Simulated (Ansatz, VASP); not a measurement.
Ba2B5 in VASP and in Ansatz

```
Ba B
1.0
     3.59397    0.00000    0.00000
    -1.79698    3.11247    0.00000
     0.00000    0.00000   11.32159
Ba B
2 5
Direct
  0.00000 0.00000 0.74620
  0.00000 0.00000 0.25380
  0.50000 0.00000 0.50000
  0.00000 0.50000 0.50000
  0.50000 0.50000 0.50000
  0.00000 0.00000 0.00000
  0.00000 0.00000 0.50000
```

Alike in both runs: functional PBE; k mesh 12 × 12 × 4; occupations gaussian, width 0.1 eV; no spin polarisation.

Ansatz relaxed the structure, and its values are those at the end. VASP's run is a single point on that final structure, the one shown.

```csv
,VASP,Ansatz
version,VASP 6.6.1,Ansatz 0.2.0
potentials or method,"VASP PAW PBE potentials, release 64 (Ba_sv, B), cutoff 520 eV","scalar-relativistic, plane waves, PAW"
valence electrons in the cell,35,35
```

VASP gave:

```
gap on the k mesh at the Fermi level (eV) : none
pressure (GPa)                            : 0.8
rms of the force components (eV/Å)        : 0.027
```

What did Ansatz give for the same quantities?

gap on the k mesh at the Fermi level (eV): none; pressure (GPa): 0.0; rms of the force components (eV/Å): 0.000.

A gap of «none» marks a metal or a gap that the smearing closes.

Spin-orbit coupling is off throughout.
